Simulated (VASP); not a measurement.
Crystal: PbS.

```
Pb S
1.0
     0.00000    2.96575    2.96575
     2.96575    0.00000    2.96575
     2.96575    2.96575    0.00000
Pb S
1 1
Direct
  0.00000 0.00000 0.00000
  0.50000 0.50000 0.50000
```

```yaml
Program: VASP 6.6.1
Task: relaxation of cell and atoms
Functional: PBE
Potentials_or_basis: VASP PAW PBE potentials, release 64 (Pb_d, S)
Cutoff: 500 eV
k_mesh: 6 × 6 × 6
Occupations: gaussian, width 0.01 eV
Spin: no spin polarisation
```

At the start: pressure 2.1 GPa; volume 26.09 Å³/atom.

Question: Where does the relaxation end?

Answer: Over 3 steps the energy falls by 6.4 meV/atom and the volume is 27.07 Å³/atom (+3.8 %); space group Fm-3m (No. 225, to 0.1 Å) before and after.

The path:
```tsv
step	energy change (eV)	largest force (eV/Å)	pressure (GPa)	volume (Å³)
1	0.0000	0.0000	2.14	52.17
2	-0.0113	0.0000	-0.65	54.85
3	-0.0128	0.0000	0.01	54.15
```

Final structure:
```
Pb S
1.0
     0.00000    3.00277    3.00277
     3.00277    0.00000    3.00277
     3.00277    3.00277    0.00000
Pb S
1 1
Direct
  0.00000 0.00000 0.00000
  0.50000 0.50000 0.50000
```
